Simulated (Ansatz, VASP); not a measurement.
## One calculation of TiO, two programs

```
Ti O
1.0
     5.04834    0.00000    0.00000
    -2.52417    4.37199    0.00000
     0.00000    0.00000    2.78849
Ti O
3 3
Direct
  0.66667 0.33333 0.50000
  0.33333 0.66667 0.50000
  0.00000 0.00000 0.00000
  0.60577 0.60577 0.00000
  0.39423 0.00000 0.00000
  0.00000 0.39423 0.00000
```

Alike in both runs: task single point; functional r2SCAN; k mesh 12 × 12 × 18; occupations gaussian, width 0.15 eV; no spin polarisation.

```csv
,VASP,Ansatz
version,VASP 6.6.1,Ansatz 0.2.0
potentials or method,"VASP PAW PBE potentials, release 64 (Ti_sv, O), cutoff 520 eV","scalar-relativistic, plane waves, PAW"
valence electrons in the cell,54,54
```

|  | VASP | Ansatz | Ansatz less VASP |
| --- | --- | --- | --- |
| gap on the k mesh at the Fermi level (eV) | none | none | - |
| pressure (GPa) | 1.8 | 0.1 | -1.64 |
| traceless stress, the component that is largest in VASP (GPa) | 8.63 | 8.55 | -0.080 |
| rms of the force components (eV/Å) | 0.049 | 0.056 | +0.0067 |

VASP's potentials were made for PBE, not for r2SCAN. Atom by atom the forces differ by 0.007 eV/Å (rms over components). A gap of «none» marks a metal or a gap that the smearing closes.
